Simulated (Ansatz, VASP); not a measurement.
Rh: VASP beside Ansatz

```xyz
1
Lattice="0.0000 1.8627 1.8627 1.8627 0.0000 1.8627 1.8627 1.8627 0.0000" Properties=species:S:1:pos:R:3 pbc="T T T"
Rh    0.0000    0.0000    0.0000
```

Change from the starting cell: volume scaled by 0.94, PAW files.

Alike in both runs: task electric field gradients; functional PBE; k mesh 16 × 16 × 16; occupations fermi-dirac, width 0.08 eV; no spin polarisation.

|  | VASP | Ansatz |
| --- | --- | --- |
| version | VASP 6.6.1 | Ansatz 0.2.0 |
| potentials or method | VASP PAW PBE potentials, release 64 (Rh_pv) | PAW with Ansatz's default frozen-core files, scalar-relativistic |
| plane-wave cutoff (eV) | 520 | 420 |
| valence electrons in the cell | 15 | 17 |

VASP gave:

```
pressure (GPa) : 26.8
```

**Question.** Estimate Ansatz's values.

**Answer.** Pressure (GPa): 26.7.

VASP's potentials hold 15 valence electrons a cell and Ansatz's 17, so a difference there can come from the potentials and not from the codes.
